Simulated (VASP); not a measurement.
A run of VASP 6.6.1 is set up as follows.

INCAR

```
PREC     = Accurate       # precision mode
ENCUT    = 520            # plane-wave cutoff, eV
EDIFF    = 1E-8           # SCF threshold, eV
ISMEAR   = 0              # smearing method
SIGMA    = 0.01           # smearing width, eV
LREAL    = False          # projectors in reciprocal space
LASPH    = True           # aspherical terms in the spheres
NELM     = 60             # most SCF steps
ALGO     = Normal         # electronic algorithm
ISIF     = 2              # what is computed and relaxed
LWAVE    = False          # write WAVECAR
LCHARG   = False          # write CHGCAR
GGA      = PS             # functional
IVDW     = 12             # dispersion correction
LEPSILON = True           # dielectric tensor by DFPT
```

File KPOINTS:

```
regular mesh
0
Gamma
  8 8 6
```

Contents of POSCAR:

```
BN
1.0
    2.5080409200      0.0000000000      0.0000000000
   -1.2467107600      2.1762310400      0.0000000000
   -0.6306650800     -1.0881155200      3.0225400000
B N
1 1
Direct
    0.9796430000      0.9834990000      0.0018060000
    0.6685060000      0.3323850000      0.9849990000
```

Potentials or basis: VASP PAW PBE potentials, release 64 (B, N).

Run with:

```console
$ cat potpaw_PBE.64/B/POTCAR potpaw_PBE.64/N/POTCAR > POTCAR
$ mpirun -np 1 vasp_std > vasp.out
```

(1) Predict the electronic dielectric tensor (diagonal).

(2) What does it give for the Born charges (mean of the diagonal)?

(3) What does it give for the dispersion energy per atom?

Results:

(1) 5.03, 5.54, 3.14.

(2) B +2.12; N -2.12 e.

(3) -0.110 eV.

Caveat: three body term missing.
